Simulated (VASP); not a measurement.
C: electric field gradients with PBE

The system is C.

```xyz
2
Lattice="0.0000 2.1411 3.3702 1.2361 0.0000 3.3702 1.2361 2.1411 0.0000" Properties=species:S:1:pos:R:3 pbc="T T T"
C     1.2361    0.7137    3.3702
C     1.2361    3.5685    3.3702
```

- Program: VASP 6.6.1
- Task: electric field gradients
- Functional: PBE
- Potentials or basis: VASP PAW PBE potentials, release 64 (C)
- Cutoff: 520 eV
- k mesh: 18 × 18 × 18
- Occupations: fermi-dirac, width 0.05 eV
- Spin: no spin polarisation
- Dipole correction: no
- Further INCAR settings: ALGO = Normal; EDIFF = 1e-08; NBANDS = 11

```json
{
 "Pressure": "-0.5 GPa",
 "Largest force": "0.003 eV/Å",
 "Largest electric field gradient by atom": "C +30.0 V/Å²"
}
```

Forces on the atoms (eV/Å):
```
C    0.000  0.003  0.000
C    0.000 -0.003  0.000
```

Stress tensor (GPa, compression positive):
```
-2.34  0.00  0.00
 0.00 -2.81  0.00
 0.00  0.00  3.59
```

Electric field gradients, principal values (V/Å²):
```
atom    least   middle  greatest (by size)
 1 C  -14.955  -14.996              29.951
 2 C  -14.955  -14.996              29.951
```

It took 2.1 min on 1 thread of AMD EPYC 9R45 96-Core Processor (Zen 5) (shared host), peak memory 0.21 GiB.

Caveat: this functional lacks dispersion, which binds the layers, so the pressure and a relaxed spacing across them are unreliable; without QUAD_EFG the Cq values of the log hold for a quadrupole moment of 1 mb, not for the nuclei.
